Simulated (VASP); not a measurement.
Here is a VASP 6.6.1 calculation.

File INCAR:

```
SYSTEM = Cu2IBr
PREC     = Accurate       ! precision mode
ENCUT    = 520            ! plane-wave cutoff, eV
EDIFF    = 1E-6           ! SCF threshold, eV
ISMEAR   = -1             ! smearing method
SIGMA    = 0.05           ! smearing width, eV
LREAL    = .False.        ! projectors in reciprocal space
LASPH    = .True.         ! aspherical terms in the spheres
NELM     = 80             ! most SCF steps
ALGO     = Normal         ! electronic algorithm
ISIF     = 2              ! what is computed and relaxed
LWAVE    = .False.        ! write WAVECAR
LCHARG   = .False.        ! write CHGCAR
GGA      = PS             ! functional
IVDW     = 13             ! dispersion correction
NBANDS   = 26             ! bands
```

Contents of KPOINTS:

```
Automatic mesh
0
Gamma
  8 8 8
  0 0 0
```

File POSCAR:

```
Cu2IBr
1.0
    1.9152605562      1.1057761977      6.1583363481
   -1.9152605562      1.1057761977      6.1583363481
    0.0000000000     -2.2115523954      6.1583363481
I Br Cu
1 1 2
Direct
    0.0000000000      0.0000000000      0.0000000000
    0.5000000000      0.5000000000      0.5000000000
    0.2471913203      0.2471913203      0.2471913203
    0.7528086797      0.7528086797      0.7528086797
```

Potentials or basis: VASP PAW PBE potentials, release 64 (I, Br, Cu).

The run is started by

```sh
$ cat potpaw_PBE.64/I/POTCAR potpaw_PBE.64/Br/POTCAR potpaw_PBE.64/Cu/POTCAR > POTCAR
$ mpirun -np 1 vasp_std > vasp.out
```

Task: What does it give for the dispersion energy per atom?

Result: -0.249 eV.

Task: What does it give for the band gap on the k mesh?

Result: Zero (band 18 reaches 6.61 eV, above the bottom of band 19 at 6.41 eV).

Caveat: spin-orbit coupling is left out, which moves the levels of the heavy elements; semilocal functionals often make such compounds metallic where correlation or magnetic order opens a gap, which also shifts bond lengths.
